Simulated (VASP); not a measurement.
The system is CoPdO2.

```xyz
4
Lattice="1.4317 0.8266 5.9578 -1.4317 0.8266 5.9578 0.0000 -1.6532 5.9578" Properties=species:S:1:pos:R:3 pbc="T T T"
Pd    0.0000    0.0000    0.0000
Co    0.0000    0.0000    8.9367
O     0.0000    0.0000    2.0103
O     0.0000    0.0000   15.8630
```

Program: VASP 6.6.1. Alike in all runs: task single point; level PBE; potentials or basis VASP PAW PBE potentials, release 64 (Pd, Co, O); spin collinear, ferromagnetic start; cell as given; k mesh 9 × 9 × 9; cutoff (eV) 520; smearing fermi-dirac 0.05 eV.

Task: Order these runs on this cell by their pressure, lowest first.
A. fixed moment (μB) 0.5
B. fixed moment (μB) 1.0
C. fixed moment (μB) 1.5

Result: A (0.6 GPa), B (2.7 GPa), C (5.6 GPa).

Caveats: the total moment is fixed, so each spin has its own Fermi level; a cell with one magnetic atom can't hold antiferromagnetic order, which such compounds often take; the cell stands under pressure (at least some runs).
